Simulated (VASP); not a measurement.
# MgBCl5: single point with PBE

The system is MgBCl5.

```
Mg B Cl
1.0
     4.67046    0.00000    0.00000
     0.00000    4.67046    0.00000
     0.00000    0.00000    7.49532
Mg B Cl
1 1 5
Cartesian
  0.0000 0.0000 0.0000
  0.0000 0.0000 3.7477
  0.0000 2.3352 2.2593
  0.0000 2.3352 5.2360
  2.3352 0.0000 2.2593
  2.3352 0.0000 5.2360
  2.3352 2.3352 0.0000
```

```yaml
Program: VASP 6.6.1
Task: single point
Functional: PBE
Potentials_or_basis: VASP PAW PBE potentials, release 64 (Mg, B, Cl)
Cutoff: 520 eV
k_mesh: 4 × 4 × 2
Occupations: gaussian, width 0.1 eV
Spin: no spin polarisation
Dipole_correction: no
Further_INCAR_settings: ALGO = Normal; EDIFF = 1e-07; NBANDS = 29
```

```
Pressure               : -4.2 GPa
Largest force          : 0.350 eV/Å
Band gap on the k mesh : zero (band 20 reaches 0.97 eV, above the bottom of band 21 at 0.62 eV)
```

Forces on the atoms (eV/Å):
```
Mg   0.000  0.000  0.000
B    0.000  0.000  0.000
Cl   0.000  0.000 -0.350
Cl   0.000  0.000  0.350
Cl   0.000  0.000 -0.350
Cl   0.000  0.000  0.350
Cl   0.000  0.000  0.000
```

Stress tensor (GPa, compression positive):
```
-4.53  0.00  0.00
 0.00 -4.53  0.00
 0.00  0.00 -3.42
```

Levels at points of the mesh, in eV from the Fermi level:
```
           k point  band 17  band 18  band 19  band 20  band 21  band 22  band 23  band 24
(0.00, 0.00, 0.00)    -0.42    -0.27    -0.24    -0.24    -0.19     1.95     2.05     3.59
(0.50, 0.00, 0.00)    -0.81    -0.78    -0.78     0.16     0.21     2.67     3.47     3.48
(0.50, 0.50, 0.00)    -0.54    -0.32    -0.20    -0.04     0.24     2.40     3.48     3.48
(0.00, 0.00, 0.50)    -0.65    -0.65    -0.61    -0.09    -0.09     1.23     3.45     3.64
(0.50, 0.00, 0.50)    -1.03    -0.46    -0.26     0.01     0.25     2.91     3.65     3.72
(0.50, 0.50, 0.50)    -0.22    -0.02     0.06     0.06     0.22     1.58     3.50     3.50
```

Run time: 56 s on 1 thread of Intel Xeon 6975P-C (shared host), peak memory 0.27 GiB.

Caveat: the k points lie up to 0.42 Å⁻¹ apart.
